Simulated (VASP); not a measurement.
A run of VASP 6.6.1 is set up as follows.

INCAR

```
PREC     = Accurate       # precision mode
ENCUT    = 520            # plane-wave cutoff, eV
EDIFF    = 1E-7           # SCF threshold, eV
ISMEAR   = 0              # smearing method
SIGMA    = 0.05           # smearing width, eV
LREAL    = False          # projectors in reciprocal space
LASPH    = True           # aspherical terms in the spheres
NELM     = 100            # most SCF steps
ALGO     = Normal         # electronic algorithm
ISIF     = 2              # what is computed and relaxed
LWAVE    = False          # write WAVECAR
LCHARG   = False          # write CHGCAR
NBANDS   = 12             # bands
```

KPOINTS

```
Automatic mesh
0
Gamma
  8 8 8
```

File POSCAR:

```
CsH
1.0
    0.0000000000      3.0883090280      3.3971399308
    3.0883090280      0.0000000000      3.3971399308
    3.0883090280      3.0883090280      0.0000000000
Cs H
1 1
Direct
    0.0000000000      0.0000000000      0.0000000000
    0.5000000000      0.5000000000      0.5000000000
```

Potentials or basis: VASP PAW LDA potentials, release 64 (Cs_sv, H).

Command:

```console
$ cat potpaw_LDA.64/Cs_sv/POTCAR potpaw_LDA.64/H/POTCAR > POTCAR
$ mpirun -np 1 vasp_std > vasp.out
```

Problem. What does it give for the band gap on the k mesh?

Solution. 1.90 eV, direct.

Problem. Predict the pressure.

Solution. -1.0 GPa.

Stress tensor (GPa, compression positive):
```
-0.54  0.00  0.00
 0.00 -0.54  0.00
 0.00  0.00 -2.02
```

Caveat: spin-orbit coupling is left out, which moves the levels of the heavy elements. A k mesh can miss the band edges.
